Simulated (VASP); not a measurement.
# MnS (F-43m) in VASP: notebook, part 2 of 2

VASP 6.6.1.

## (3) Single point, PBEsol, collinear spin, ferromagnetic start

INCAR reads:

```
SYSTEM = MnS
PREC = Accurate
ENCUT = 520
EDIFF = 1E-7
ISMEAR = -1
SIGMA = 0.05
LREAL = .FALSE.
LASPH = .TRUE.
NELM = 150
ALGO = Normal
ISIF = 2
LWAVE = .FALSE.
LCHARG = .FALSE.
ISPIN = 2
MAGMOM = 4 0
LORBIT = 11
LMAXMIX = 4
GGA = PS
NBANDS = 20
```

KPOINTS reads:

```
Automatic mesh
0
G
  9 9 9
  0 0 0
```

POSCAR reads:

```
MnS
1.0
    0.0000000000      2.4734634191      2.4734634191
    2.4734634191      0.0000000000      2.4734634191
    2.4734634191      2.4734634191      0.0000000000
Mn S
1 1
Direct
    0.0000000000      0.0000000000      0.0000000000
    0.7500000000      0.7500000000      0.7500000000
```

Potentials or basis: VASP PAW PBE potentials, release 64 (Mn_pv, S).

Started as:

```
> cat potpaw_PBE.64/Mn_pv/POTCAR potpaw_PBE.64/S/POTCAR > POTCAR
> mpirun -np 1 vasp_std > vasp.out
```

Wall time 70 s (1 thread of Intel Xeon 8259CL, shared host); peak memory 0.19 GiB.

Results (log left out):

* Free energy: -14.7741 eV
* Pressure: -2.8 GPa
* Net moment: 0.23 μB per cell
* Site moments: Mn +0.23; S -0.01 μB
* Valence electrons inside the program's atomic spheres: Mn 12.04; S 3.72

Levels at points of the mesh, in eV from the Fermi level:
Spin up:
```csv
k point,band 7,band 8,band 9,band 10,band 11,band 12,band 13,band 14
"(0.00, 0.00, 0.00)",-4.72,-0.87,-0.87,3.66,3.66,3.66,3.69,7.88
```
Spin down:
```tsv
k point	band 6	band 7	band 8	band 9	band 10	band 11	band 12	band 13
(0.00, 0.00, 0.00)	-4.67	-4.67	-0.62	-0.62	3.71	3.75	3.75	3.75
```

Caveat: the PAW data sets were made with another functional, which shifts forces and pressure a little; semilocal functionals often make such compounds metallic where correlation or magnetic order opens a gap, which also shifts bond lengths.

## (4) Single point, LDA, collinear spin, ferromagnetic start (14.22 Å³/atom)

This run uses another cell than the first one, of 14.22 Å³/atom.

INCAR reads:

```
SYSTEM = MnS
PREC = Accurate ; ENCUT = 520
EDIFF = 1E-6 ; ISMEAR = -1
SIGMA = 0.05 ; LREAL = .False.
LASPH = .True. ; NELM = 150
ALGO = Normal ; ISIF = 2
LWAVE = .False. ; LCHARG = .False.
ISPIN = 2 ; MAGMOM = 4 0
LORBIT = 11 ; LMAXMIX = 4
NBANDS = 20
```

KPOINTS reads:

```
Automatic mesh
0
Gamma
  9 9 9
  0 0 0
```

POSCAR reads:

```
MnS
1.0
    0.0000000000      2.4229704058      2.4229704058
    2.4229704058      0.0000000000      2.4229704058
    2.4229704058      2.4229704058      0.0000000000
Mn S
1 1
Direct
    0.0000000000      0.0000000000      0.0000000000
    0.7500000000      0.7500000000      0.7500000000
```

Potentials or basis: VASP PAW LDA potentials, release 64 (Mn_pv, S).

Started as:

```
> cat potpaw_LDA.64/Mn_pv/POTCAR potpaw_LDA.64/S/POTCAR > POTCAR
> mpirun -np 1 vasp_std > vasp.out
```

Wall time 40 s (1 thread of Intel Xeon Platinum 8488C (Sapphire Rapids), shared host); peak memory 0.16 GiB.

Results (log left out):

```yaml
Free_energy: -15.5923 eV
Pressure: 2.6 GPa
Net_moment: 0.00 μB per cell
Valence_electrons_inside_the_program's_atomic_spheres: Mn 12.19; S 3.76
```

Levels at points of the mesh, in eV from the Fermi level:
Spin up:
```csv
k point,band 5,band 6,band 7,band 8,band 9,band 10,band 11,band 12,band 13,band 14
"(0.00, 0.00, 0.00)",-4.88,-4.88,-4.88,-0.80,-0.80,4.08,4.08,4.08,4.13,8.17
```
Spin down:
```
           k point  band 6  band 7  band 8  band 9  band 10  band 11  band 12  band 13
(0.00, 0.00, 0.00)   -4.88   -4.88   -0.80   -0.80     4.08     4.08     4.08     4.13
```

Caveat: semilocal functionals often make such compounds metallic where correlation or magnetic order opens a gap, which also shifts bond lengths.

## (5) Single point, LDA, collinear spin, ferromagnetic start (14.53 Å³/atom)

This run uses another cell than the first one, of 14.53 Å³/atom.

INCAR reads:

```
PREC     = Accurate       # precision mode
ENCUT    = 520            # plane-wave cutoff, eV
EDIFF    = 1E-6           # SCF threshold, eV
ISMEAR   = -1             # smearing method
SIGMA    = 0.05           # smearing width, eV
LREAL    = False          # projectors in reciprocal space
LASPH    = True           # aspherical terms in the spheres
NELM     = 150            # most SCF steps
ALGO     = Normal         # electronic algorithm
ISIF     = 2              # what is computed and relaxed
LWAVE    = False          # write WAVECAR
LCHARG   = True           # write CHGCAR
ISPIN    = 2              # spin polarisation
MAGMOM   = 4 0            # initial moments
LORBIT   = 11             # projections on sites
LMAXMIX  = 4              # l up to which the mixer works
GGA      = CA             # functional
LELF     = True           # ELF
LVHAR    = True         
NBANDS   = 20             # bands
```

KPOINTS reads:

```
regular mesh
0
Gamma
  9 9 9
```

POSCAR reads:

```
MnS
1.0
    0.0000000000      2.4400341398      2.4400341398
    2.4400341398      0.0000000000      2.4400341398
    2.4400341398      2.4400341398      0.0000000000
Mn S
1 1
Direct
    0.0000000000      0.0000000000      0.0000000000
    0.7500000000      0.7500000000      0.7500000000
```

Potentials or basis: VASP PAW LDA potentials, release 64 (Mn_pv, S).

Started as:

```
> cat potpaw_LDA.64/Mn_pv/POTCAR potpaw_LDA.64/S/POTCAR > POTCAR
> mpirun -np 1 vasp_std > vasp.out
```

OUTCAR:

```text
PREC = Accurate
   ENCUT = 520
   EDIFF = 1E-6
   ISMEAR = -1
   LREAL = False
   LASPH = True
   NELM = 150
   ISIF = 2
   ISPIN = 2
   LORBIT = 11
   GGA = CA

 ion  position               nearest neighbor table
   1  0.000  0.000  0.000-   2 2.11   2 2.11   2 2.11   2 2.11
   2  0.750  0.750  0.750-   1 2.11   1 2.11   1 2.11   1 2.11

  LATTYP: Found a face centered cubic cell.
 ALAT       =     4.8800682796

  Lattice vectors:

 A1 = (   0.0000000000,   2.4400341398,   2.4400341398)
 A2 = (   2.4400341398,   0.0000000000,   2.4400341398)
 A3 = (   2.4400341398,   2.4400341398,   0.0000000000)

Analysis of symmetry for initial positions (statically):
=====================================================================
 Subroutine PRICEL returns:
 Original cell was already a primitive cell.

 Routine SETGRP: Setting up the symmetry group for a
 face centered cubic supercell.

 Subroutine GETGRP returns: Found 24 space group operations
[... 749 lines left out ...]
      4      -7.7081      1.00000
      5       2.8734      1.00000
      6       2.8734      1.00000
[... 541 lines left out ...]
     19      25.2758      0.00000
     20      25.2758      0.00000

 [... further k-points ...]

------------------------ aborting loop because EDIFF is reached ----------------------------------------

  FORCE on cell =-STRESS in cart. coord.  units (eV):
  Direction    XX          YY          ZZ          XY          YZ          ZX
  --------------------------------------------------------------------------------------
  -------------------------------------------------------------------------------------
  Total       -0.1662661     -0.1662661     -0.1662661      0.0000000      0.0000000      0.0000000
  in kB       -9.1684638     -9.1684638     -9.1684638      0.0000000      0.0000000      0.0000000
  external PRESSURE =      -9.1684638 kB  Pullay stress =       0.0000000 kB

 VOLUME and BASIS-vectors are now :
 -----------------------------------------------------------------------------
  energy-cutoff  :      520.00
  volume of cell :       29.05
      direct lattice vectors                 reciprocal lattice vectors
     0.000000000  2.440034140  2.440034140    -0.204915166  0.204915166  0.204915166
     2.440034140  0.000000000  2.440034140     0.204915166 -0.204915166  0.204915166
     2.440034140  2.440034140  0.000000000     0.204915166  0.204915166 -0.204915166

 POSITION                                       TOTAL-FORCE (eV/Angst)
 -----------------------------------------------------------------------------------
      0.00000      0.00000      0.00000         0.000000      0.000000      0.000000
      3.66005      3.66005      3.66005        -0.000000     -0.000000     -0.000000
 -----------------------------------------------------------------------------------
    total drift:                               -0.000001     -0.000001     -0.000001

  FREE ENERGIE OF THE ION-ELECTRON SYSTEM (eV)
  ---------------------------------------------------
  free  energy   TOTEN  =       -15.5956785776 eV

  energy  without entropy=      -15.5747900050  energy(sigma->0) =      -15.58523429

 total charge

# of ion       s       p       d       tot
------------------------------------------
    1        0.371   6.333   5.439  12.143
    2        1.323   2.427   0.000   3.750
--------------------------------------------------
tot          1.694   8.760   5.439  15.893

 magnetization (x)

# of ion       s       p       d       tot
------------------------------------------
    1        0.000   0.000   0.002   0.002
    2       -0.000  -0.000   0.000  -0.000
--------------------------------------------------
tot          0.000  -0.000   0.002   0.002
```

stdout:

```text
POSCAR found type information on POSCAR MnS
 POSCAR found :  2 types and       2 ions
 scaLAPACK will be used
 LDA part: xc-table for (Slater(with rela. corr.)+CA(PZ))
 , standard interpolation
 POSCAR, INCAR and KPOINTS ok, starting setup
 FFT: planning ... GRIDC
 FFT: planning ... GRID_SOFT
 FFT: planning ... GRID
 WAVECAR not read
 entering main loop
```

Wall time 41 s (1 thread of Intel Xeon Platinum 8488C (Sapphire Rapids), shared host); peak memory 0.17 GiB.

Results:

```
Free energy                                           : -15.5957 eV
Pressure                                              : -0.9 GPa
Net moment                                            : 0.00 μB per cell
Valence electrons inside the program's atomic spheres : Mn 12.14; S 3.75
```

Caveat: semilocal functionals often make such compounds metallic where correlation or magnetic order opens a gap, which also shifts bond lengths. With open d or f shells a metallic result of LDA can be an artefact of self-interaction; +U or a hybrid may open a gap.

## (6) Single point, LDA, collinear spin, ferromagnetic start (14.83 Å³/atom)

This run uses another cell than the first one, of 14.83 Å³/atom.

INCAR reads:

```
ALGO = Normal
EDIFF = 1E-6
ENCUT = 520
GGA = CA
ISIF = 2
ISMEAR = -1
ISPIN = 2
LASPH = True
LCHARG = False
LMAXMIX = 4
LORBIT = 11
LREAL = False
LWAVE = False
MAGMOM = 4 0
NBANDS = 20
NELM = 150
PREC = Accurate
SIGMA = 0.05
```

KPOINTS reads:

```
k-points
0
Gamma
  9 9 9
```

POSCAR reads:

```
MnS
1.0
    0.0000000000      2.4568624933      2.4568624933
    2.4568624933      0.0000000000      2.4568624933
    2.4568624933      2.4568624933      0.0000000000
Mn S
1 1
Direct
    0.0000000000      0.0000000000      0.0000000000
    0.7500000000      0.7500000000      0.7500000000
```

Potentials or basis: VASP PAW LDA potentials, release 64 (Mn_pv, S).

Started as:

```
> cat potpaw_LDA.64/Mn_pv/POTCAR potpaw_LDA.64/S/POTCAR > POTCAR
> mpirun -np 1 vasp_std > vasp.out
```

Wall time 44 s (1 thread of Intel Xeon Platinum 8488C (Sapphire Rapids), shared host); peak memory 0.16 GiB.

It converged, with:

* Free energy: -15.5865 eV
* Pressure: -4.0 GPa
* Net moment: 0.00 μB per cell
* Valence electrons inside the program's atomic spheres: Mn 12.10; S 3.74

Levels at points of the mesh, in eV from the Fermi level:
Spin up:
```tsv
k point	band 7	band 8	band 9	band 10	band 11	band 12
(0.00, 0.00, 0.00)	-4.72	-0.73	-0.73	3.83	3.83	3.83
```
Spin down:
```csv
k point,band 6,band 7,band 8,band 9,band 10,band 11,band 12,band 13
"(0.00, 0.00, 0.00)",-4.73,-4.73,-0.74,-0.74,3.83,3.83,3.83,3.87
```

Caveat: the cell stands under tension; semilocal functionals often make such compounds metallic where correlation or magnetic order opens a gap, which also shifts bond lengths.
